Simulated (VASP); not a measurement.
# RbBr (Fm-3m) in VASP: notebook

RbBr is run at these levels: PBE, r2SCAN; tasks: single point.

Everything below comes from runs of VASP 6.6.1. Logs are shortened: lines on timing, memory, paths and dates and some standing lists are left out, and cuts for length are marked.

## 1. The cell of the first run

The structure is cubic, space group Fm-3m (No. 225). Conventional cell: a = 6.922 Å, b = 6.922 Å, c = 6.922 Å, α = 90.00°, β = 90.00°, γ = 90.00°. Rb (site symmetry m-3m) has 6 Br at 3.46 Å within 4.5 Å. Within 4.5 Å of Br (site symmetry m-3m) lie 6 Rb at 3.46 Å.

## 2. Single point, PBE

File INCAR:

```
SYSTEM = RbBr
PREC     = Accurate       ! precision mode
ENCUT    = 520            ! plane-wave cutoff, eV
EDIFF    = 1E-6           ! SCF threshold, eV
ISMEAR   = 0              ! smearing method
SIGMA    = 0.01           ! smearing width, eV
LREAL    = .FALSE.        ! projectors in reciprocal space
LASPH    = .TRUE.         ! aspherical terms in the spheres
NELM     = 80             ! most SCF steps
ALGO     = Normal         ! electronic algorithm
ISIF     = 2              ! what is computed and relaxed
LWAVE    = .FALSE.        ! write WAVECAR
LCHARG   = .TRUE.         ! write CHGCAR
GGA      = PE             ! functional
LELF     = .TRUE.         ! ELF
LVHAR    = .TRUE.       
NBANDS   = 15             ! bands
```

File KPOINTS:

```
regular mesh
0
G
  4 4 4
  0 0 0
```

File POSCAR:

```
RbBr
1.0
    0.0000000000      3.4610548593      3.4610548593
    3.4610548593      0.0000000000      3.4610548593
    3.4610548593      3.4610548593      0.0000000000
Rb Br
1 1
Direct
    0.0000000000      0.0000000000      0.0000000000
    0.5000000000      0.5000000000      0.5000000000
```

Potentials or basis: VASP PAW PBE potentials, release 64 (Rb_sv, Br).

The run is started by

```
$ cat potpaw_PBE.64/Rb_sv/POTCAR potpaw_PBE.64/Br/POTCAR > POTCAR
$ mpirun -np 1 vasp_std > vasp.out
```

OUTCAR:

```text
SYSTEM = RbBr
   PREC = Accurate
   ENCUT = 520
   EDIFF = 1E-6
   ISMEAR = 0
   LREAL = .FALSE.
   LASPH = .TRUE.
   NELM = 80
   ISIF = 2
   GGA = PE

 ion  position               nearest neighbor table
   1  0.000  0.000  0.000-   2 3.46   2 3.46   2 3.46   2 3.46   2 3.46   2 3.46
   2  0.500  0.500  0.500-   1 3.46   1 3.46   1 3.46   1 3.46   1 3.46   1 3.46

  LATTYP: Found a face centered cubic cell.
 ALAT       =     6.9221097186

  Lattice vectors:

 A1 = (   0.0000000000,   3.4610548593,   3.4610548593)
 A2 = (   3.4610548593,   0.0000000000,   3.4610548593)
 A3 = (   3.4610548593,   3.4610548593,   0.0000000000)

Analysis of symmetry for initial positions (statically):
=====================================================================
 Subroutine PRICEL returns:
 Original cell was already a primitive cell.

 Routine SETGRP: Setting up the symmetry group for a
 face centered cubic supercell.

 Subroutine GETGRP returns: Found 48 space group operations
 (whereof 48 operations were pure point group operations)
 out of a pool of 48 trial point group operations.

The static configuration has the point symmetry O_h .

Analysis of symmetry for dynamics (positions and initial velocities):
=====================================================================
 Subroutine PRICEL returns:
 Original cell was already a primitive cell.

 Routine SETGRP: Setting up the symmetry group for a
 face centered cubic supercell.

 Subroutine GETGRP returns: Found 48 space group operations
 (whereof 48 operations were pure point group operations)
 out of a pool of 48 trial point group operations.

The dynamic configuration has the point symmetry O_h .

 Subroutine INISYM returns: Found 48 space group operations
 (whereof 48 operations are pure point group operations),
 and found     1 'primitive' translations

----------------------------------------------------------------------------------------

                                     Primitive cell

  volume of cell :      82.9193

  direct lattice vectors                    reciprocal lattice vectors
     0.000000000  3.461054859  3.461054859    -0.144464627  0.144464627  0.144464627
     3.461054859  0.000000000  3.461054859     0.144464627 -0.144464627  0.144464627
     3.461054859  3.461054859  0.000000000     0.144464627  0.144464627 -0.144464627

  length of vectors
     4.894670722  4.894670722  4.894670722     0.250220074  0.250220074  0.250220074

  position of ions in fractional coordinates (direct lattice)
     0.000000000  0.000000000  0.000000000
     0.500000000  0.500000000  0.500000000

  ion indices of the primitive-cell ions
   primitive index   ion index
                 1           1
                 2           2

----------------------------------------------------------------------------------------

 KPOINTS: regular mesh

Automatic generation of k-mesh.
 Grid dimensions read from file:
 generate k-points for:    4    4    4

 Generating k-lattice:

  Cartesian coordinates                     Fractional coordinates (reciprocal lattice)
    -0.036116157  0.036116157  0.036116157     0.250000000  0.000000000  0.000000000
     0.036116157 -0.036116157  0.036116157     0.000000000  0.250000000  0.000000000
     0.036116157  0.036116157 -0.036116157     0.000000000  0.000000000  0.250000000

  Length of vectors
     0.062555019  0.062555019  0.062555019

  Shift w.r.t. Gamma in fractional coordinates (k-lattice)
     0.000000000  0.000000000  0.000000000

 Subroutine IBZKPT returns following result:
 ===========================================

 Found      8 irreducible k-points:

 Following reciprocal coordinates:
            Coordinates               Weight
  0.000000  0.000000  0.000000      1.000000
  0.250000  0.000000  0.000000      8.000000
  0.500000  0.000000  0.000000      4.000000
  0.250000  0.250000  0.000000      6.000000
  0.500000  0.250000  0.000000     24.000000
 -0.250000  0.250000  0.000000     12.000000
  0.500000  0.500000  0.000000      3.000000
 -0.250000  0.500000  0.250000      6.000000
   k-points           NKPTS =      8   k-points in BZ     NKDIM =      8   number of bands    NBANDS=     15
   number of dos      NEDOS =    301   number of ions     NIONS =      2
   total plane-waves  NPLWV =  46656
   dimension x,y,z NGX =    36 NGY =   36 NGZ =   36
   dimension x,y,z NGXF=    72 NGYF=   72 NGZF=   72
   ions per type =               1   1
   NGX,Y,Z   is equivalent  to a cutoff of  12.23, 12.23, 12.23 a.u.
   NGXF,Y,Z  is equivalent  to a cutoff of  24.45, 24.45, 24.45 a.u.
 SYSTEM =  RbBr
   PREC   = accura    normal or accurate (medium, high low for compatibility)
   ISTART =      0    job   : 0-new  1-cont  2-samecut
   ICHARG =      2    charge: 1-file 2-atom 10-const
   ISPIN  =      1    spin polarized calculation?
   LNONCOLLINEAR =      F non collinear calculations
   LSORBIT =      F    spin-orbit coupling
   LASPH  =      T    aspherical Exc in radial PAW
   ENCUT  =  520.0 eV  38.22 Ry    6.18 a.u.   9.10  9.10  9.10*2*pi/ulx,y,z
   NELM   =     80;   NELMIN=  2; NELMDL= -5     # of ELM steps
   EDIFF  = 0.1E-05   stopping-criterion for ELM
   LREAL  =      F    real-space projection
   EDIFFG = 0.1E-04   stopping-criterion for IOM
   NSW    =      0    number of steps for IOM
   IBRION =     -1    ionic relax: 0-MD 1-quasi-New 2-CG
   NFREE  =      0    steps in history (QN), initial steepest desc. (CG)
   ISIF   =      2    stress and relaxation
   ISYM   =      2    0-nonsym 1-usesym 2-fastsym
   POTIM  = 0.5000    time-step for ionic-motion
   TEBEG  =    0.0;   TEEND  =   0.0 temperature during run
   PSTRESS=    0.0 pullay stress
   NELECT =      16.0000    total number of electrons
   NUPDOWN=      -1.0000    fix difference up-down
   EMIN   =  10.00;   EMAX   =-10.00  energy-range for DOS
   EFERMI =   0.00;   METHOD = LEGACY
   ISMEAR =     0;   SIGMA  =   0.01  broadening in eV -4-tet -1-fermi 0-gaus
   EFERMI_NEDOS =   21; number of points for ismear=-14 and -15
   IALGO  =     38    algorithm
   IMIX   =      4    mixing-type and parameters
     AMIX     =   0.40;   BMIX     =  1.00
     AMIX_MAG =   1.60;   BMIX_MAG =  1.00
  volume/ion in A,a.u.               =      41.46       279.78
  Fermi-wavevector in a.u.,A,eV,Ry     =   0.946011  1.787702 12.176363  0.894937
  Thomas-Fermi vector in A             =   2.073968
   LORBIT       =      0    0 simple, 1 ext, 2 COOP (PROOUT), +10 PAW based schemes
   GGA     = PE    functional components
   LHFCALC =     F    Hartree Fock is set to
   AEXX    =    0.0000 exact exchange contribution
   IVDW    =     0    specifies the selected vdW correction
   LEPSILON=     F    determine dielectric tensor
   LRPA    =     F    only Hartree local field effects (RPA)
 non-spin polarized calculation
 Gauss-broadening in eV      SIGMA  =   0.01
  energy-cutoff  :      520.00
  volume of cell :       82.92
 maximum number of plane-waves:      2252
   NGX = 19   NGY = 19   NGZ = 19

 number of electron      15.9999997 magnetization

 Free energy of the ion-electron system (eV)
  ---------------------------------------------------
  ext. energy  EPLUGINS =         0.00000000
  ---------------------------------------------------
  free energy    TOTEN  =        -6.10914393 eV

  energy without entropy =       -6.10914393  energy(sigma->0) =       -6.10914393

 E-fermi :  -1.7639     XC(G=0):  -7.1168

 val. band max:       -1.8616464538   @ k =   0.0000   0.0000   0.0000
 cond. band min:       2.4259965724   @ k =   0.0000   0.0000   0.0000
 fundamental gap:      4.2876430262
 Fermi energy:        -1.7639448392

 k-point     1 :       0.0000    0.0000    0.0000
  band No.  band energies     occupation
      1     -26.3396      2.00000
      2     -14.0136      2.00000
      3     -10.4139      2.00000
      4     -10.4139      2.00000
      5     -10.4139      2.00000
      6      -1.8616      2.00000
      7      -1.8616      2.00000
      8      -1.8616      2.00000
      9       2.4260      0.00000
     10       5.4080      0.00000
     11       5.4080      0.00000
     12       5.4080      0.00000
     13       6.2758      0.00000
     14       6.2758      0.00000
     15       9.0600      0.00000

 k-point     2 :       0.2500    0.0000    0.0000
  band No.  band energies     occupation
      1     -26.3356      2.00000
      2     -14.0317      2.00000
      3     -10.4176      2.00000
      4     -10.4176      2.00000
      5     -10.3939      2.00000
      6      -2.3938      2.00000
      7      -2.0334      2.00000
      8      -2.0334      2.00000
      9       3.6618      0.00000
     10       5.2606      0.00000
     11       6.1094      0.00000
     12       6.1094      0.00000
     13       7.1057      0.00000
     14       7.1057      0.00000
     15      10.3633      0.00000

 k-point     3 :       0.5000    0.0000    0.0000
  band No.  band energies     occupation
      1     -26.3316      2.00000
      2     -14.0495      2.00000
      3     -10.4213      2.00000
      4     -10.4213      2.00000
      5     -10.3742      2.00000
      6      -2.8013      2.00000
      7      -2.1916      2.00000
      8      -2.1916      2.00000
      9       4.8750      0.00000
     10       5.7502      0.00000
     11       7.5357      0.00000
     12       7.5357      0.00000
     13       8.2064      0.00000
     14       8.2064      0.00000
     15       8.8267      0.00000
[... 55 lines left out ...]
 k-point     7 :       0.5000    0.5000    0.0000
  band No.  band energies     occupation
      1     -26.3293      2.00000
      2     -13.9637      2.00000
      3     -10.5758      2.00000
      4     -10.4780      2.00000
      5     -10.4780      2.00000
      6      -2.3276      2.00000
      7      -2.0190      2.00000
      8      -2.0190      2.00000
      9       3.7762      0.00000
     10       5.1553      0.00000
     11       7.1899      0.00000
     12       7.2834      0.00000
     13       7.4556      0.00000
     14       8.8520      0.00000
     15       8.8520      0.00000

 k-point     8 :      -0.2500    0.5000    0.2500
  band No.  band energies     occupation
      1     -26.3292      2.00000
      2     -13.9882      2.00000
      3     -10.5268      2.00000
      4     -10.5268      2.00000
      5     -10.3988      2.00000
      6      -2.3259      2.00000
      7      -2.2026      2.00000
      8      -2.2026      2.00000
      9       5.1890      0.00000
     10       5.1890      0.00000
     11       6.2781      0.00000
     12       6.6322      0.00000
     13       8.8915      0.00000
     14       8.9127      0.00000
     15       8.9907      0.00000

------------------------ aborting loop because EDIFF is reached ----------------------------------------

  FORCE on cell =-STRESS in cart. coord.  units (eV):
  Direction    XX          YY          ZZ          XY          YZ          ZX
  --------------------------------------------------------------------------------------
  -------------------------------------------------------------------------------------
  Total        0.2914703      0.2914703      0.2914703      0.0000000      0.0000000      0.0000000
  in kB        5.6318282      5.6318282      5.6318282      0.0000000      0.0000000      0.0000000
  external PRESSURE =       5.6318282 kB  Pullay stress =       0.0000000 kB

 VOLUME and BASIS-vectors are now :
 -----------------------------------------------------------------------------
  energy-cutoff  :      520.00
  volume of cell :       82.92
      direct lattice vectors                 reciprocal lattice vectors
     0.000000000  3.461054859  3.461054859    -0.144464627  0.144464627  0.144464627
     3.461054859  0.000000000  3.461054859     0.144464627 -0.144464627  0.144464627
     3.461054859  3.461054859  0.000000000     0.144464627  0.144464627 -0.144464627

 POSITION                                       TOTAL-FORCE (eV/Angst)
 -----------------------------------------------------------------------------------
      0.00000      0.00000      0.00000         0.000000      0.000000     -0.000000
      3.46105      3.46105      3.46105         0.000000      0.000000      0.000000
 -----------------------------------------------------------------------------------
    total drift:                                0.000000      0.000000      0.000000

  FREE ENERGIE OF THE ION-ELECTRON SYSTEM (eV)
  ---------------------------------------------------
  free  energy   TOTEN  =        -6.1091439332 eV

  energy  without entropy=       -6.1091439332  energy(sigma->0) =       -6.10914393
```

It took 6.2 s on 1 thread of Intel Xeon Platinum 8481C at 2.70GHz (Sapphire Rapids), shared host; peak memory 0.2 GiB.

Results:

```
Free energy            : -6.1091 eV
Pressure               : 0.6 GPa
Band gap on the k mesh : 4.29 eV, direct
```

A hybrid or GW would open this gap; PBE tends to underestimate it.

## 3. Single point, r2SCAN

POSCAR is that of step 2.

File INCAR.step1:

```
SYSTEM = RbBr
PREC = Accurate
ENCUT = 520
ISMEAR = 0
SIGMA = 0.01
LREAL = .False.
LASPH = .True.
NELM = 60
NBANDS = 15
GGA = PE
ALGO = Normal
EDIFF = 1E-4
LWAVE = .True.
LCHARG = .False.
```

File INCAR.step2:

```
SYSTEM = RbBr
PREC = Accurate
ENCUT = 520
EDIFF = 1E-6
ISMEAR = 0
SIGMA = 0.01
LREAL = .False.
LASPH = .True.
NELM = 60
ALGO = Normal
ISIF = 2
LWAVE = .False.
LCHARG = .True.
METAGGA = R2SCAN
LMIXTAU = .True.
LELF = .True.
LVHAR = .True.
NBANDS = 15
ISTART = 1
```

File KPOINTS:

```
Automatic mesh
0
Gamma
  4 4 4
  0 0 0
```

Potentials or basis: VASP PAW PBE potentials, release 64 (Rb_sv, Br).

The run is started by

```
$ cat potpaw_PBE.64/Rb_sv/POTCAR potpaw_PBE.64/Br/POTCAR > POTCAR
$ cp INCAR.step1 INCAR
$ mpirun -np 1 vasp_std > vasp.out
$ cp INCAR.step2 INCAR
$ mpirun -np 1 vasp_std > vasp.out
```

It took 21 s on 1 thread of Intel Xeon Platinum 8481C at 2.70GHz (Sapphire Rapids), shared host; peak memory 0.22 GiB.

Results (log left out):

```
Free energy            : -31.1555 eV
Pressure               : 0.0 GPa
Band gap on the k mesh : 4.89 eV, direct
```

Levels at points of the mesh, in eV from the valence-band top:
```tsv
k point	band 4	band 5	band 6	band 7	band 8	band 9	band 10	band 11	band 12	band 13
(0.00, 0.00, 0.00)	-8.75	-8.75	0.00	0.00	0.00	4.89	7.87	7.87	7.87	8.92
(0.50, 0.00, 0.00)	-8.75	-8.70	-0.92	-0.32	-0.32	7.21	8.17	10.13	10.13	10.76
(0.50, 0.50, 0.00)	-8.81	-8.81	-0.47	-0.16	-0.16	6.09	7.84	9.56	10.00	10.23
```

Caveat: the PAW data sets were made with another functional, which shifts forces and pressure a little.
